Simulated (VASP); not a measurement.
# BN (R3m) in VASP: notebook

Runs on BN. Level: PBE+D3(BJ). Tasks: single point.

All numbers are computed with VASP 6.6.1; they aren't measurements. Logs are shortened: lines on timing, memory, paths and dates and some standing lists are left out, and cuts for length are marked.

### Step 1. The cell of the first run

The structure is trigonal, space group R3m (No. 160). Conventional cell: a = 2.306 Å, b = 2.306 Å, c = 10.675 Å, α = 90.00°, β = 90.00°, γ = 120.00°. Within 1.8 Å of B (site symmetry 3m) lie 3 N at 1.33 Å. Within 1.8 Å of N (site symmetry 3m) lie 3 B at 1.33 Å.

### Step 2. Single point, PBE+D3(BJ) (strain -0.080 along x and y, +0.080 along z)

INCAR reads:

```
ALGO = Normal
EDIFF = 1E-6
ENCUT = 520
GGA = PE
ISIF = 2
ISMEAR = 0
IVDW = 12
LASPH = True
LCHARG = False
LREAL = False
LWAVE = False
NBANDS = 11
NELM = 100
PREC = Accurate
SIGMA = 0.05
```

KPOINTS reads:

```
k-points
0
Gamma
  12 12 12
```

POSCAR reads:

```
BN
1.0
    1.1528123477      0.6655765193      3.5584752950
   -1.1528123477      0.6655765193      3.5584752950
    0.0000000000     -1.3311530386      3.5584752950
B N
1 1
Direct
    0.9996975446      0.9996975446      0.9996975446
    0.3327354554      0.3327354554      0.3327354554
```

Potentials or basis: VASP PAW PBE potentials, release 64 (B, N).

Launch:

```sh
> cat potpaw_PBE.64/B/POTCAR potpaw_PBE.64/N/POTCAR > POTCAR
> mpirun -np 1 vasp_std > vasp.out
```

OUTCAR:

```text
EDIFF = 1E-6
   ENCUT = 520
   GGA = PE
   ISIF = 2
   ISMEAR = 0
   IVDW = 12
   LASPH = True
   LREAL = False
   NELM = 100
   PREC = Accurate
 IVDW          = 12

 ion  position               nearest neighbor table
   1  1.000  1.000  1.000-   2 1.33   2 1.33   2 1.33
   2  0.333  0.333  0.333-   1 1.33   1 1.33   1 1.33

  LATTYP: Found a trigonal (rhomboedric) cell.
 ALAT       =     3.7993045202
 COS(alpha) =     0.8158638637

  Lattice vectors:

 A1 = (   1.1528123477,   0.6655765193,   3.5584752950)
 A2 = (  -1.1528123477,   0.6655765193,   3.5584752950)
 A3 = (   0.0000000000,  -1.3311530386,   3.5584752950)

Analysis of symmetry for initial positions (statically):
=====================================================================
 Subroutine PRICEL returns:
 Original cell was already a primitive cell.

 Routine SETGRP: Setting up the symmetry group for a
 trigonal (rhombohedral) supercell.

 Subroutine GETGRP returns: Found  6 space group operations
 (whereof  6 operations were pure point group operations)
 out of a pool of 12 trial point group operations.

The static configuration has the point symmetry C_3v.

Analysis of symmetry for dynamics (positions and initial velocities):
=====================================================================
 Subroutine PRICEL returns:
 Original cell was already a primitive cell.

 Routine SETGRP: Setting up the symmetry group for a
 trigonal (rhombohedral) supercell.

 Subroutine GETGRP returns: Found  6 space group operations
 (whereof  6 operations were pure point group operations)
 out of a pool of 12 trial point group operations.

The dynamic configuration has the point symmetry C_3v.

 Subroutine INISYM returns: Found  6 space group operations
 (whereof  6 operations are pure point group operations),
 and found     1 'primitive' translations

----------------------------------------------------------------------------------------

                                     Primitive cell

  volume of cell :      16.3822

  direct lattice vectors                    reciprocal lattice vectors
     1.152812348  0.665576519  3.558475295     0.433721933  0.250409475  0.093673078
    -1.152812348  0.665576519  3.558475295    -0.433721933  0.250409475  0.093673078
     0.000000000 -1.331153039  3.558475295     0.000000000 -0.500818950  0.093673078

  length of vectors
     3.799304520  3.799304520  3.799304520     0.509503941  0.509503941  0.509503941

  position of ions in fractional coordinates (direct lattice)
     0.999697545  0.999697545  0.999697545
     0.332735455  0.332735455  0.332735455

  ion indices of the primitive-cell ions
   primitive index   ion index
                 1           1
                 2           2

----------------------------------------------------------------------------------------

 KPOINTS: k-points

Automatic generation of k-mesh.
 Grid dimensions read from file:
 generate k-points for:   12   12   12

 Generating k-lattice:

  Cartesian coordinates                     Fractional coordinates (reciprocal lattice)
     0.036143494  0.020867456  0.007806090     0.083333333 -0.000000000  0.000000000
    -0.036143494  0.020867456  0.007806090    -0.000000000  0.083333333  0.000000000
     0.000000000 -0.041734912  0.007806090     0.000000000  0.000000000  0.083333333

  Length of vectors
     0.042458662  0.042458662  0.042458662

  Shift w.r.t. Gamma in fractional coordinates (k-lattice)
     0.000000000  0.000000000  0.000000000

 Subroutine IBZKPT returns following result:
 ===========================================

 Found    189 irreducible k-points:

 Following reciprocal coordinates:
            Coordinates               Weight
  0.000000  0.000000  0.000000      1.000000
  0.083333  0.000000  0.000000      6.000000
  0.166667  0.000000  0.000000      6.000000
  0.250000  0.000000  0.000000      6.000000
  0.333333  0.000000  0.000000      6.000000
  0.416667  0.000000  0.000000      6.000000
[... 16 lines left out ...]
  0.500000  0.166667  0.000000     12.000000
 -0.416667  0.166667 -0.000000     12.000000
 [... further k-points ...]
   k-points           NKPTS =    189   k-points in BZ     NKDIM =    189   number of bands    NBANDS=     11
   number of dos      NEDOS =    301   number of ions     NIONS =      2
   total plane-waves  NPLWV =  21952
   dimension x,y,z NGX =    28 NGY =   28 NGZ =   28
   dimension x,y,z NGXF=    56 NGYF=   56 NGZF=   56
   ions per type =               1   1
   NGX,Y,Z   is equivalent  to a cutoff of  12.25, 12.25, 12.25 a.u.
   NGXF,Y,Z  is equivalent  to a cutoff of  24.50, 24.50, 24.50 a.u.
 SYSTEM =  unknown system
   PREC   = accura    normal or accurate (medium, high low for compatibility)
   ISTART =      0    job   : 0-new  1-cont  2-samecut
   ICHARG =      2    charge: 1-file 2-atom 10-const
   ISPIN  =      1    spin polarized calculation?
   LNONCOLLINEAR =      F non collinear calculations
   LSORBIT =      F    spin-orbit coupling
   LASPH  =      T    aspherical Exc in radial PAW
   ENCUT  =  520.0 eV  38.22 Ry    6.18 a.u.   7.06  7.06  7.06*2*pi/ulx,y,z
   NELM   =    100;   NELMIN=  2; NELMDL= -5     # of ELM steps
   EDIFF  = 0.1E-05   stopping-criterion for ELM
   LREAL  =      F    real-space projection
   EDIFFG = 0.1E-04   stopping-criterion for IOM
   NSW    =      0    number of steps for IOM
   IBRION =     -1    ionic relax: 0-MD 1-quasi-New 2-CG
   NFREE  =      0    steps in history (QN), initial steepest desc. (CG)
   ISIF   =      2    stress and relaxation
   ISYM   =      2    0-nonsym 1-usesym 2-fastsym
   POTIM  = 0.5000    time-step for ionic-motion
   TEBEG  =    0.0;   TEEND  =   0.0 temperature during run
   PSTRESS=    0.0 pullay stress
   NELECT =       8.0000    total number of electrons
   NUPDOWN=      -1.0000    fix difference up-down
   EMIN   =  10.00;   EMAX   =-10.00  energy-range for DOS
   EFERMI =   0.00;   METHOD = LEGACY
   ISMEAR =     0;   SIGMA  =   0.05  broadening in eV -4-tet -1-fermi 0-gaus
   EFERMI_NEDOS =   21; number of points for ismear=-14 and -15
   IALGO  =     38    algorithm
   IMIX   =      4    mixing-type and parameters
     AMIX     =   0.40;   BMIX     =  1.00
     AMIX_MAG =   1.60;   BMIX_MAG =  1.00
  volume/ion in A,a.u.               =       8.19        55.28
  Fermi-wavevector in a.u.,A,eV,Ry     =   1.289182  2.436201 22.612749  1.661990
  Thomas-Fermi vector in A             =   2.421090
   LORBIT       =      0    0 simple, 1 ext, 2 COOP (PROOUT), +10 PAW based schemes
   GGA     = PE    functional components
   LHFCALC =     F    Hartree Fock is set to
   AEXX    =    0.0000 exact exchange contribution
   IVDW    =    12    specifies the selected vdW correction
   LEPSILON=     F    determine dielectric tensor
   LRPA    =     F    only Hartree local field effects (RPA)
 non-spin polarized calculation
 Gauss-broadening in eV      SIGMA  =   0.05
  energy-cutoff  :      520.00
  volume of cell :       16.38
 maximum number of plane-waves:       463
   NGX = 15   NGY = 15   NGZ = 15

 number of electron       8.0000001 magnetization

 Free energy of the ion-electron system (eV)
  ---------------------------------------------------
  ext. energy  EPLUGINS =         0.00000000
  ---------------------------------------------------
  free energy    TOTEN  =       -16.57435687 eV

  energy without entropy =      -16.57435687  energy(sigma->0) =      -16.57435687

 E-fermi :   3.1641     XC(G=0): -10.0887

 val. band max:        2.8324101490   @ k =  -0.3333   0.3333   0.0000
 cond. band min:       7.4210141126   @ k =   0.0000   0.0000   0.0000
 fundamental gap:      4.5886039636
 Fermi energy:         3.1641437321

 k-point     1 :       0.0000    0.0000    0.0000
  band No.  band energies     occupation
      1     -16.4593      2.00000
      2      -3.1323      2.00000
      3       1.8826      2.00000
      4       1.8826      2.00000
      5       7.4210      0.00000
      6      16.6505      0.00000
      7      16.6505      0.00000
      8      18.7998      0.00000
      9      22.0770      0.00000
     10      30.3026      0.00000
     11      32.8567      0.00000

 k-point     2 :       0.0833    0.0000    0.0000
  band No.  band energies     occupation
      1     -16.2985      2.00000
      2      -2.9313      2.00000
      3       1.2480      2.00000
      4       1.5471      2.00000
      5       7.7110      0.00000
      6      16.6141      0.00000
      7      17.4058      0.00000
      8      18.2077      0.00000
      9      22.5425      0.00000
     10      29.6527      0.00000
     11      33.2192      0.00000

 k-point     3 :       0.1667    0.0000    0.0000
  band No.  band energies     occupation
      1     -15.8229      2.00000
      2      -2.3362      2.00000
      3      -0.3680      2.00000
      4       0.7411      2.00000
      5       8.5303      0.00000
      6      16.5199      0.00000
      7      16.6187      0.00000
      8      19.4520      0.00000
      9      23.5623      0.00000
     10      27.8264      0.00000
     11      32.0649      0.00000

 k-point     4 :       0.2500    0.0000    0.0000
  band No.  band energies     occupation
      1     -15.0584      2.00000
      2      -2.4520      2.00000
      3      -1.3709      2.00000
      4      -0.1797      2.00000
      5       9.8027      0.00000
      6      14.3195      0.00000
      7      16.5130      0.00000
      8      22.3523      0.00000
      9      24.1215      0.00000
     10      25.9185      0.00000
     11      30.2075      0.00000
[... 239 lines left out ...]
 k-point    22 :       0.4167    0.1667    0.0000
  band No.  band energies     occupation
      1     -13.6393      2.00000
      2      -4.6397      2.00000
      3      -2.2792      2.00000
      4       0.1967      2.00000
      5      10.8701      0.00000
      6      13.6336      0.00000
      7      18.3740      0.00000
      8      20.7981      0.00000
      9      22.0825      0.00000
     10      26.2116      0.00000
     11      28.5568      0.00000

 k-point    23 :       0.5000    0.1667    0.0000
  band No.  band energies     occupation
      1     -12.6687      2.00000
      2      -6.1750      2.00000
      3      -2.8628      2.00000
      4       1.4956      2.00000
      5       9.3309      0.00000
      6      15.3493      0.00000
      7      18.2693      0.00000
      8      19.5822      0.00000
      9      21.1806      0.00000
     10      26.8159      0.00000
     11      29.0168      0.00000

 k-point    24 :      -0.4167    0.1667   -0.0000
  band No.  band energies     occupation
      1     -12.1958      2.00000
      2      -6.8592      2.00000
      3      -3.0564      2.00000
      4       2.2594      2.00000
      5       8.4950      0.00000
      6      16.0728      0.00000
      7      17.6752      0.00000
      8      18.9040      0.00000
      9      21.2892      0.00000
     10      27.7658      0.00000
     11      29.2258      0.00000

 [... further k-points ...]

------------------------ aborting loop because EDIFF is reached ----------------------------------------

 Edisp (eV)   -0.28953

 E8    (eV) :    -0.0838

  FORCE on cell =-STRESS in cart. coord.  units (eV):
  Direction    XX          YY          ZZ          XY          YZ          ZX
  --------------------------------------------------------------------------------------
  -------------------------------------------------------------------------------------
  Total      12.38033    12.38033    -0.24563     0.00000    -0.00000     0.00000
  in kB    1210.79644  1210.79644   -24.02241     0.00000    -0.00000     0.00000
  external pressure =      799.19 kB  Pullay stress =        0.00 kB

 VOLUME and BASIS-vectors are now :
 -----------------------------------------------------------------------------
  energy-cutoff  :      520.00
  volume of cell :       16.38
      direct lattice vectors                 reciprocal lattice vectors
     1.152812348  0.665576519  3.558475295     0.433721933  0.250409475  0.093673078
    -1.152812348  0.665576519  3.558475295    -0.433721933  0.250409475  0.093673078
     0.000000000 -1.331153039  3.558475295     0.000000000 -0.500818950  0.093673078

 POSITION                                       TOTAL-FORCE (eV/Angst)
 -----------------------------------------------------------------------------------
      0.00000      0.00000     10.67220         0.000000      0.000000     -0.021408
      0.00000      0.00000      3.55209         0.000000      0.000000      0.021408
 -----------------------------------------------------------------------------------
    total drift:                                0.000000      0.000000      0.000080

  FREE ENERGIE OF THE ION-ELECTRON SYSTEM (eV)
  ---------------------------------------------------
  free  energy   TOTEN  =       -16.8638872994 eV

  energy  without entropy=      -16.8638872994  energy(sigma->0) =      -16.86388730
```

Wall time 22 s (1 thread of Intel Xeon 6975P-C (Granite Rapids), shared host); peak memory 0.18 GiB.

What came out:

```yaml
Free_energy: -16.8639 eV
Pressure: 79.9 GPa
Largest_force: 0.021 eV/Å
Band_gap_on_the_k_mesh: 4.59 eV, indirect (least direct gap 5.30 eV)
Dispersion_energy_per_atom: -0.145 eV
```

Forces on the atoms (eV/Å):
```
B    0.000  0.000 -0.021
N    0.000  0.000  0.021
```

Levels at points of the mesh, in eV from the valence-band top:
```
           k point  band 1  band 2  band 3  band 4  band 5  band 6  band 7  band 8  band 9
(0.00, 0.00, 0.00)  -19.29   -5.96   -0.95   -0.95    4.59   13.82   13.82   15.97   19.24
(0.50, 0.00, 0.00)  -15.38   -9.93   -4.48   -0.99    5.63   12.16   14.07   15.61   21.34
(0.50, 0.50, 0.00)  -15.34   -9.86   -4.50   -1.36    4.81   12.64   15.19   17.81   21.54
(0.50, 0.50, 0.50)  -19.14   -7.30   -0.96   -0.96    9.58   13.79   13.79   14.52   18.17
```

Caveat: the cell differs from its parent crystal (strain -0.080 along x and y, +0.080 along z).

### Step 3. Single point, PBE+D3(BJ) (strain -0.040 along x and y, +0.000 along z)

INCAR reads:

```
SYSTEM = BN
PREC = Accurate
ENCUT = 520
EDIFF = 1E-6
ISMEAR = 0
SIGMA = 0.05
LREAL = .False.
LASPH = .True.
NELM = 100
ALGO = Normal
ISIF = 2
LWAVE = .False.
LCHARG = .False.
GGA = PE
IVDW = 12
NBANDS = 11
```

KPOINTS reads:

```
regular mesh
0
Gamma
  12 12 12
  0 0 0
```

POSCAR reads:

```
BN
1.0
    1.2029346237      0.6945146288      3.2948845324
   -1.2029346237      0.6945146288      3.2948845324
    0.0000000000     -1.3890292576      3.2948845324
B N
1 1
Direct
    0.9996975446      0.9996975446      0.9996975446
    0.3327354554      0.3327354554      0.3327354554
```

Potentials or basis: VASP PAW PBE potentials, release 64 (B, N).

Launch:

```sh
> cat potpaw_PBE.64/B/POTCAR potpaw_PBE.64/N/POTCAR > POTCAR
> mpirun -np 1 vasp_std > vasp.out
```

Run time: 20 s. Hardware: 1 thread of Intel Xeon 6975P-C (Granite Rapids), shared host; peak memory 0.18 GiB.

Results (log left out):

| Property | Result |
| --- | --- |
| Free energy | -17.6399 eV |
| Pressure | 35.6 GPa |
| Largest force | 0.006 eV/Å |
| Band gap on the k mesh | 4.45 eV, indirect (least direct gap 4.99 eV) |
| Dispersion energy per atom | -0.154 eV |

Forces in eV/Å, atoms in the order of the input:
```
B    0.000  0.000 -0.006
N    0.000  0.000  0.006
```

Stress tensor (GPa, compression positive):
```
53.69  0.00  0.00
 0.00 53.69  0.00
 0.00  0.00 -0.49
```

Levels at points of the mesh, in eV from the valence-band top:
| k point | band 1 | band 2 | band 3 | band 4 | band 5 | band 6 | band 7 | band 8 |
| --- | --- | --- | --- | --- | --- | --- | --- | --- |
| (0.00, 0.00, 0.00) | -18.51 | -4.74 | -1.13 | -1.13 | 5.25 | 12.70 | 12.70 | 14.63 |
| (0.50, 0.00, 0.00) | -14.95 | -9.41 | -4.24 | -0.69 | 5.57 | 11.13 | 13.80 | 15.71 |
| (0.50, 0.50, 0.00) | -14.87 | -9.28 | -4.30 | -1.32 | 4.45 | 11.19 | 15.07 | 18.54 |
| (0.50, 0.50, 0.50) | -18.22 | -6.84 | -1.15 | -1.15 | 10.74 | 12.63 | 12.63 | 14.33 |

Caveat: the cell differs from its parent crystal (strain -0.040 along x and y, +0.000 along z). A k mesh can miss the band edges.
